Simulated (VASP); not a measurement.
# Ag (Fm-3m) in VASP: further runs

Aim: see how the results for Ag move with the level of theory and the settings. Levels: PBE, r2SCAN+rVV10, SVWN5, LDA. Tasks: single point, relaxation of cell and atoms.

Program: VASP 6.6.1. These are calculated values, not measurements. Logs are shortened: lines on timing, memory, paths and dates and some standing lists are left out, and cuts for length are marked.

## 1. The cell of the first run

It takes space group Fm-3m (No. 225, cubic). Conventional cell: a = 4.085 Å, b = 4.085 Å, c = 4.085 Å, α = 90.00°, β = 90.00°, γ = 90.00°. Ag (site symmetry m-3m) has 12 Ag at 2.89 Å within 3.8 Å.

## 2. Single point, PBE

INCAR

```
ALGO     = Fast           # electronic algorithm
EDIFF    = 1E-6           # SCF threshold, eV
ENCUT    = 520            # plane-wave cutoff, eV
GGA      = PE             # functional
ISIF     = 2              # what is computed and relaxed
ISMEAR   = -1             # smearing method
LASPH    = T              # aspherical terms in the spheres
LCHARG   = F              # write CHGCAR
LREAL    = F              # projectors in reciprocal space
LWAVE    = F              # write WAVECAR
NBANDS   = 12             # bands
NELM     = 100            # most SCF steps
PREC     = Accurate       # precision mode
SIGMA    = 0.05           # smearing width, eV
```

KPOINTS

```
k-points
0
Gamma
  20 20 20
```

POSCAR

```
Ag
1.0
    0.0000000000      2.0427500000      2.0427500000
    2.0427500000      0.0000000000      2.0427500000
    2.0427500000      2.0427500000      0.0000000000
Ag
1
Direct
    0.0000000000      0.0000000000      0.0000000000
```

Potentials or basis: VASP PAW PBE potentials, release 64 (Ag).

On the command line:

```bash
cat potpaw_PBE.64/Ag/POTCAR > POTCAR
mpirun -np 1 vasp_std > vasp.out
```

OUTCAR:

```text
EDIFF = 1E-6
   ENCUT = 520
   GGA = PE
   ISIF = 2
   ISMEAR = -1
   LASPH = T
   LREAL = F
   NELM = 100
   PREC = Accurate

 ion  position               nearest neighbor table
   1  0.000  0.000  0.000-

  LATTYP: Found a face centered cubic cell.
 ALAT       =     4.0855000000

  Lattice vectors:

 A1 = (   0.0000000000,   2.0427500000,   2.0427500000)
 A2 = (   2.0427500000,   0.0000000000,   2.0427500000)
 A3 = (   2.0427500000,   2.0427500000,   0.0000000000)

Analysis of symmetry for initial positions (statically):
=====================================================================
 Subroutine PRICEL returns:
 Original cell was already a primitive cell.

 Routine SETGRP: Setting up the symmetry group for a
 face centered cubic supercell.

 Subroutine GETGRP returns: Found 48 space group operations
 (whereof 48 operations were pure point group operations)
 out of a pool of 48 trial point group operations.

The static configuration has the point symmetry O_h .

Analysis of symmetry for dynamics (positions and initial velocities):
=====================================================================
 Subroutine PRICEL returns:
 Original cell was already a primitive cell.

 Routine SETGRP: Setting up the symmetry group for a
 face centered cubic supercell.

 Subroutine GETGRP returns: Found 48 space group operations
 (whereof 48 operations were pure point group operations)
 out of a pool of 48 trial point group operations.

The dynamic configuration has the point symmetry O_h .

 Subroutine INISYM returns: Found 48 space group operations
 (whereof 48 operations are pure point group operations),
 and found     1 'primitive' translations

----------------------------------------------------------------------------------------

                                     Primitive cell

  volume of cell :      17.0481

  direct lattice vectors                    reciprocal lattice vectors
     0.000000000  2.042750000  2.042750000    -0.244768082  0.244768082  0.244768082
     2.042750000  0.000000000  2.042750000     0.244768082 -0.244768082  0.244768082
     2.042750000  2.042750000  0.000000000     0.244768082  0.244768082 -0.244768082

  length of vectors
     2.888884755  2.888884755  2.888884755     0.423950755  0.423950755  0.423950755

  position of ions in fractional coordinates (direct lattice)
     0.000000000  0.000000000  0.000000000

  ion indices of the primitive-cell ions
   primitive index   ion index
                 1           1

----------------------------------------------------------------------------------------

 KPOINTS: k-points

Automatic generation of k-mesh.
 Grid dimensions read from file:
 generate k-points for:   20   20   20

 Generating k-lattice:

  Cartesian coordinates                     Fractional coordinates (reciprocal lattice)
    -0.012238404  0.012238404  0.012238404     0.050000000  0.000000000  0.000000000
     0.012238404 -0.012238404  0.012238404     0.000000000  0.050000000  0.000000000
     0.012238404  0.012238404 -0.012238404     0.000000000  0.000000000  0.050000000

  Length of vectors
     0.021197538  0.021197538  0.021197538

  Shift w.r.t. Gamma in fractional coordinates (k-lattice)
     0.000000000  0.000000000  0.000000000

 Subroutine IBZKPT returns following result:
 ===========================================

 Found    256 irreducible k-points:

 Following reciprocal coordinates:
            Coordinates               Weight
  0.000000  0.000000  0.000000      1.000000
  0.050000  0.000000  0.000000      8.000000
  0.100000  0.000000  0.000000      8.000000
  0.150000  0.000000  0.000000      8.000000
  0.200000  0.000000  0.000000      8.000000
  0.250000  0.000000  0.000000      8.000000
[... 16 lines left out ...]
 -0.400000  0.050000  0.000000     24.000000
 -0.350000  0.050000  0.000000     24.000000
 [... further k-points ...]
   k-points           NKPTS =    256   k-points in BZ     NKDIM =    256   number of bands    NBANDS=     12
   number of dos      NEDOS =    301   number of ions     NIONS =      1
   total plane-waves  NPLWV =  13824
   dimension x,y,z NGX =    24 NGY =   24 NGZ =   24
   dimension x,y,z NGXF=    48 NGYF=   48 NGZF=   48
   ions per type =               1
   NGX,Y,Z   is equivalent  to a cutoff of  13.81, 13.81, 13.81 a.u.
   NGXF,Y,Z  is equivalent  to a cutoff of  27.62, 27.62, 27.62 a.u.
 SYSTEM =  unknown system
   PREC   = accura    normal or accurate (medium, high low for compatibility)
   ISTART =      0    job   : 0-new  1-cont  2-samecut
   ICHARG =      2    charge: 1-file 2-atom 10-const
   ISPIN  =      1    spin polarized calculation?
   LNONCOLLINEAR =      F non collinear calculations
   LSORBIT =      F    spin-orbit coupling
   LASPH  =      T    aspherical Exc in radial PAW
   ENCUT  =  520.0 eV  38.22 Ry    6.18 a.u.   5.37  5.37  5.37*2*pi/ulx,y,z
   NELM   =    100;   NELMIN=  2; NELMDL= -5     # of ELM steps
   EDIFF  = 0.1E-05   stopping-criterion for ELM
   LREAL  =      F    real-space projection
   EDIFFG = 0.1E-04   stopping-criterion for IOM
   NSW    =      0    number of steps for IOM
   IBRION =     -1    ionic relax: 0-MD 1-quasi-New 2-CG
   NFREE  =      0    steps in history (QN), initial steepest desc. (CG)
   ISIF   =      2    stress and relaxation
   ISYM   =      2    0-nonsym 1-usesym 2-fastsym
   POTIM  = 0.5000    time-step for ionic-motion
   TEBEG  =    0.0;   TEEND  =   0.0 temperature during run
   PSTRESS=    0.0 pullay stress
   NELECT =      11.0000    total number of electrons
   NUPDOWN=      -1.0000    fix difference up-down
   EMIN   =  10.00;   EMAX   =-10.00  energy-range for DOS
   EFERMI =   0.00;   METHOD = LEGACY
   ISMEAR =    -1;   SIGMA  =   0.05  broadening in eV -4-tet -1-fermi 0-gaus
   EFERMI_NEDOS =   21; number of points for ismear=-14 and -15
   IALGO  =     68    algorithm
   IMIX   =      4    mixing-type and parameters
     AMIX     =   0.40;   BMIX     =  1.00
     AMIX_MAG =   1.60;   BMIX_MAG =  1.00
  volume/ion in A,a.u.               =      17.05       115.05
  Fermi-wavevector in a.u.,A,eV,Ry     =   1.414644  2.673290 27.228221  2.001218
  Thomas-Fermi vector in A             =   2.536165
   LORBIT       =      0    0 simple, 1 ext, 2 COOP (PROOUT), +10 PAW based schemes
   GGA     = PE    functional components
   LHFCALC =     F    Hartree Fock is set to
   AEXX    =    0.0000 exact exchange contribution
   IVDW    =     0    specifies the selected vdW correction
   LEPSILON=     F    determine dielectric tensor
   LRPA    =     F    only Hartree local field effects (RPA)
 non-spin polarized calculation
 RMM-DIIS sequential band-by-band and
  energy-cutoff  :      520.00
  volume of cell :       17.05
 maximum number of plane-waves:       477
 NGX is ok and might be reduce to    24
   NGX = 11   NGY = 11   NGZ = 11

 number of electron      10.9999999 magnetization

 Free energy of the ion-electron system (eV)
  ---------------------------------------------------
  ext. energy  EPLUGINS =         0.00000000
  ---------------------------------------------------
  free energy    TOTEN  =        -2.71028397 eV

  energy without entropy =       -2.70869536  energy(sigma->0) =       -2.70948967

 E-fermi :   8.4387     XC(G=0): -12.2105

 val. band max:        8.3869420894   @ k =   0.5000   0.3500   0.1500
 cond. band min:       8.4883370078   @ k =   0.5000   0.3000   0.1000
 fundamental gap:      0.1013949184
 Fermi energy:         8.4386626005

 k-point     1 :       0.0000    0.0000    0.0000
  band No.  band energies     occupation
      1       0.6633      2.00000
      2       3.6254      2.00000
      3       3.6254      2.00000
      4       3.6254      2.00000
      5       4.6596      2.00000
      6       4.6596      2.00000
      7      24.4571      0.00000
      8      28.0364      0.00000
      9      28.0364      0.00000
     10      28.0364      0.00000
     11      32.8429      0.00000
     12      33.9853      0.00000

 k-point     2 :       0.0500    0.0000    0.0000
  band No.  band energies     occupation
      1       0.7418      2.00000
      2       3.6069      2.00000
      3       3.6474      2.00000
      4       3.6474      2.00000
      5       4.6509      2.00000
      6       4.6509      2.00000
      7      24.4773      0.00000
      8      27.3338      0.00000
      9      28.0697      0.00000
     10      28.0697      0.00000
     11      33.0013      0.00000
     12      33.8924      0.00000

 k-point     3 :       0.1000    0.0000    0.0000
  band No.  band energies     occupation
      1       0.9706      2.00000
      2       3.5612      2.00000
      3       3.7064      2.00000
      4       3.7064      2.00000
      5       4.6320      2.00000
      6       4.6320      2.00000
      7      24.3592      0.00000
      8      26.0238      0.00000
      9      28.1543      0.00000
     10      28.1543      0.00000
     11      32.3054      0.00000
     12      33.5723      0.00000

 k-point     4 :       0.1500    0.0000    0.0000
  band No.  band energies     occupation
      1       1.3233      2.00000
      2       3.5229      2.00000
      3       3.7796      2.00000
      4       3.7796      2.00000
      5       4.6256      2.00000
      6       4.6256      2.00000
      7      23.2920      0.00000
      8      25.4011      0.00000
      9      28.2431      0.00000
     10      28.2431      0.00000
     11      31.5477      0.00000
     12      33.0022      0.00000

 k-point     5 :       0.2000    0.0000    0.0000
  band No.  band energies     occupation
      1       1.7289      2.00000
      2       3.5735      2.00000
      3       3.8289      2.00000
      4       3.8289      2.00000
      5       4.6682      2.00000
      6       4.6682      2.00000
      7      21.5019      0.00000
      8      25.2764      0.00000
      9      28.2538      0.00000
     10      28.2538      0.00000
     11      31.1782      0.00000
     12      32.3168      0.00000
[... 228 lines left out ...]
      1       2.0808      2.00000
      2       3.5753      2.00000
      3       3.6418      2.00000
      4       5.2814      2.00000
      5       5.4576      2.00000
      6       8.1913      1.98588
      7      12.1306      0.00000
      8      23.6495      0.00000
      9      25.8865      0.00000
     10      25.9891      0.00000
     11      31.5664      0.00000
     12      31.6232      0.00000

 k-point    22 :      -0.4500    0.0500    0.0000
  band No.  band energies     occupation
      1       2.0868      2.00000
      2       3.5849      2.00000
      3       3.6415      2.00000
      4       5.3000      2.00000
      5       5.4060      2.00000
      6       8.0112      1.99961
      7      12.3601      0.00000
      8      23.6528      0.00000
      9      25.7030      0.00000
     10      26.3019      0.00000
     11      31.4516      0.00000
     12      31.6601      0.00000

 k-point    23 :      -0.4000    0.0500    0.0000
  band No.  band energies     occupation
      1       2.1226      2.00000
      2       3.6219      2.00000
      3       3.6689      2.00000
      4       5.2101      2.00000
      5       5.2818      2.00000
      6       7.1011      2.00000
      7      13.6051      0.00000
      8      23.7810      0.00000
      9      25.7510      0.00000
     10      26.8464      0.00000
     11      31.3124      0.00000
     12      31.6155      0.00000

 k-point    24 :      -0.3500    0.0500    0.0000
  band No.  band energies     occupation
      1       2.1756      2.00000
      2       3.6792      2.00000
      3       3.7200      2.00000
      4       4.9803      2.00000
      5       5.1036      2.00000
      6       6.1227      2.00000
      7      15.2508      0.00000
      8      24.0148      0.00000
      9      26.0048      0.00000
     10      27.6000      0.00000
     11      31.1452      0.00000
     12      31.4241      0.00000

 [... further k-points ...]

------------------------ aborting loop because EDIFF is reached ----------------------------------------

  FORCE on cell =-STRESS in cart. coord.  units (eV):
  Direction    XX          YY          ZZ          XY          YZ          ZX
  --------------------------------------------------------------------------------------
  -------------------------------------------------------------------------------------
  Total        0.4921441      0.4921441      0.4921441     -0.0000000      0.0000000     -0.0000000
  in kB       46.2516484     46.2516484     46.2516484     -0.0000000      0.0000000     -0.0000000
  external PRESSURE =      46.2516484 kB  Pullay stress =       0.0000000 kB

 VOLUME and BASIS-vectors are now :
 -----------------------------------------------------------------------------
  energy-cutoff  :      520.00
  volume of cell :       17.05
      direct lattice vectors                 reciprocal lattice vectors
     0.000000000  2.042750000  2.042750000    -0.244768082  0.244768082  0.244768082
     2.042750000  0.000000000  2.042750000     0.244768082 -0.244768082  0.244768082
     2.042750000  2.042750000  0.000000000     0.244768082  0.244768082 -0.244768082

 POSITION                                       TOTAL-FORCE (eV/Angst)
 -----------------------------------------------------------------------------------
      0.00000      0.00000      0.00000         0.000000      0.000000      0.000000
 -----------------------------------------------------------------------------------
    total drift:                               -0.000000      0.000000     -0.000000

  FREE ENERGIE OF THE ION-ELECTRON SYSTEM (eV)
  ---------------------------------------------------
  free  energy   TOTEN  =        -2.7102839690 eV

  energy  without entropy=       -2.7086953612  energy(sigma->0) =       -2.70948967
```

It took 83 s on 1 thread of AMD EPYC 7R13, shared host; peak memory 0.15 GiB.

What came out:

| Item | Value |
| --- | --- |
| Free energy | -2.7103 eV |
| Pressure | 4.6 GPa |
| Band gap on the k mesh | zero (an odd number of electrons rules out a gap without spin polarisation) |

Caveat: the cell stands under pressure.

(Part 1 of 3 ends here.)
